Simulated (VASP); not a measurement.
Set up this calculation in VASP 6.6.1, as the native input.

* Task: single point
* Functional: PBEsol
* Potentials or basis: VASP PAW PBE potentials, release 64 (Ga_d, N)
* Cutoff: 520 eV
* k mesh: 13 × 13 × 13
* Occupations: fermi-dirac, width 0.02 eV
* Spin: no spin polarisation
* Dipole correction: no
* Further INCAR settings: ALGO = Normal; EDIFF = 1e-07; NBANDS = 16

The structure of GaN lies in POSCAR:

```
GaN
1.0
    0.0199250000      2.0024625000      2.0024625000
    2.0024625000      0.0199250000      2.0024625000
    2.0024625000      2.0024625000      0.0199250000
Ga N
1 1
Direct
    0.5000000000      0.5000000000      0.5000000000
    0.0000000000      0.0000000000      0.0000000000
```

This cell differs from its parent crystal: equal xy, yz and zx shear strains of +1 %.

One way to write it, as run:

INCAR

```
PREC = Accurate
ENCUT = 520
EDIFF = 1E-7
ISMEAR = -1
SIGMA = 0.02
LREAL = F
LASPH = T
NELM = 80
ALGO = Normal
ISIF = 2
LWAVE = F
LCHARG = F
GGA = PS
NBANDS = 16
```

KPOINTS

```
regular mesh
0
Gamma
  13 13 13
```

Potentials or basis: VASP PAW PBE potentials, release 64 (Ga_d, N).

The run is started by

```sh
$ cat potpaw_PBE.64/Ga_d/POTCAR potpaw_PBE.64/N/POTCAR > POTCAR
$ mpirun -np 1 vasp_std > vasp.out
```

It gave:

```yaml
Pressure: 59.5 GPa
Band_gap_on_the_k_mesh: 1.76 eV, indirect (least direct gap 5.13 eV)
```

Caveat: the cell differs from its parent crystal (equal xy, yz and zx shear strains of +1 %); the PAW data sets were made with another functional, which shifts forces and pressure a little.

Run time: 45 s on 1 thread of Intel(R) Xeon(R) Platinum 8259CL CPU @ 2.50GHz (Skylake/Cascade Lake), on a shared host, peak memory 0.18 GiB.
